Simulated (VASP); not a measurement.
Here is a VASP 6.6.1 calculation.

INCAR

```
SYSTEM = Ru
PREC = Accurate
ENCUT = 520
EDIFF = 1E-6
ISMEAR = -1
SIGMA = 0.1
LREAL = .FALSE.
LASPH = .TRUE.
NELM = 60
ALGO = Normal
ISIF = 2
LWAVE = .FALSE.
LCHARG = .FALSE.
LDIPOL = .TRUE.
IDIPOL = 3
DIPOL = 0.5 0.5 0.500
GGA = PE
NBANDS = 51
```

File KPOINTS:

```
regular mesh
0
G
  12 8 1
  0 0 0
```

Contents of POSCAR:

```
Ru
1.0
    2.7211623494      0.0000000000      0.0000000000
    0.0000000000      4.2959980370      0.0000000000
    0.0000000000      0.0000000000     18.4987000000
Ru
6
Direct
    0.7500000000      0.7500000000      0.3585140063
    0.2500000000      0.2500000000      0.3934388321
    0.2500000000      0.7500000000      0.4800379677
    0.7500000000      0.2500000000      0.5199620186
    0.7500000000      0.7500000000      0.6065611744
    0.2500000000      0.2500000000      0.6414860009
```

Potentials or basis: VASP PAW PBE potentials, release 64 (Ru_pv).

Command:

```console
$ cat potpaw_PBE.64/Ru_pv/POTCAR > POTCAR
$ mpirun -np 1 vasp_std > vasp.out
```

Problem. Predict the band gap on the k mesh.

Solution. Zero (band 42 reaches 2.62 eV, above the bottom of band 43 at 1.36 eV).

Problem. Predict the largest force.

Solution. 0.006 eV/Å.

Forces in eV/Å, atoms in the order of the input:
```
Ru   0.000  0.000 -0.006
Ru   0.000  0.000 -0.005
Ru   0.000  0.000 -0.001
Ru   0.000  0.000  0.001
Ru   0.000  0.000  0.005
Ru   0.000  0.000  0.006
```
